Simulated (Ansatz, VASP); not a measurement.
# Rb in VASP and in Ansatz

INCAR

```
  PREC = Accurate
  ENCUT = 520
  EDIFF = 1E-6
  ISMEAR = 0
  SIGMA = 0.1
  LREAL = F
  LASPH = T
  NELM = 100
  ALGO = Normal
  ISIF = 2
  LWAVE = F
  LCHARG = F
  GGA = PE
  NBANDS = 10
```

The input KPOINTS:

```
regular mesh
0
Gamma
  10 10 10
```

File POSCAR:

```
Rb
1.0
   -2.7472623125      2.7472623125      2.7472623125
    2.7472623125     -2.7472623125      2.7472623125
    2.7472623125      2.7472623125     -2.7472623125
Rb
1
Direct
    0.0000000000      0.0000000000      0.0000000000
```

Input for Ansatz:

```yaml
crystal:
  lattice:
    - [-2.7472623125, 2.7472623125, 2.7472623125]
    - [2.7472623125, -2.7472623125, 2.7472623125]
    - [2.7472623125, 2.7472623125, -2.7472623125]
  atoms:
    - { symbol: Rb, position: [0.0, 0.0, 0.0] }
basis:
  ecutwfc: 420
kpoints:
  mp_grid: { grid: [10, 10, 10] }
hamiltonian:
  xc: pbe
  pseudopotentials: { kind: paw }
scf:
  occupations: { method: gaussian, width: 0.1 }
output:
  forces: true
  stress: true
  eigenvalues: true
```

Alike in both runs: task single point; functional PBE; k mesh 10 × 10 × 10; occupations gaussian, width 0.1 eV; no spin polarisation.

|  | VASP | Ansatz |
| --- | --- | --- |
| version | VASP 6.6.1 | Ansatz 0.2.0 |
| potentials or method | VASP PAW PBE potentials, release 64 (Rb_sv), cutoff 520 eV | scalar-relativistic, plane waves, PAW |
| valence electrons in the cell | 9 | 9 |

```tsv
	VASP	Ansatz	Ansatz less VASP
gap on the k mesh at the Fermi level (eV)	none	none	-
pressure (GPa)	0.3	0.3	0.00
```

A gap of «none» marks a metal or a gap that the smearing closes.
